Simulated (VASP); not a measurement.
Write the native input for VASP 6.6.1 that does the following.

- Task: single point
- Functional: PBE
- Potentials or basis: VASP PAW PBE potentials, release 64 (Re)
- Cutoff: 600 eV
- k mesh: 16 × 16 × 16
- Occupations: fermi-dirac, width 0.1 eV
- Spin: no spin polarisation
- Dipole correction: no
- Further INCAR settings: ALGO = Normal; EDIFF = 1e-06; NBANDS = 10

The structure of Re lies in POSCAR:

```
Re
1.0
    2.3618893226      0.0000000000      0.0000000000
    0.0000000000      2.3618893226      0.0000000000
    0.0000000000      0.0000000000      2.3618893226
Re
1
Direct
    0.0000000000      0.0000000000      0.0000000000
```

This isn't the form of Re at room conditions, which is hcp.

The input as run:

INCAR

```
PREC = Accurate ; ENCUT = 600
EDIFF = 1E-6 ; ISMEAR = -1
SIGMA = 0.1 ; LREAL = F
LASPH = T ; NELM = 120
ALGO = Normal ; ISIF = 2
LWAVE = F ; LCHARG = F
GGA = PE ; NBANDS = 10
GGA_COMPAT = F
```

KPOINTS

```
regular mesh
0
Gamma
  16 16 16
```

Potentials or basis: VASP PAW PBE potentials, release 64 (Re).

Launch:

```bash
$ cat potpaw_PBE.64/Re/POTCAR > POTCAR
$ mpirun -np 1 vasp_std > vasp.out
```

Results of the run:

| Property | Result |
| --- | --- |
| Pressure | 118.5 GPa |
| Band gap on the k mesh | zero (an odd number of electrons rules out a gap without spin polarisation) |

Caveat: the cell stands under pressure; spin-orbit coupling is left out, which moves the levels of the heavy elements.

It took 38 s on 1 thread of Intel Xeon 8259CL (shared host), peak memory 0.15 GiB.
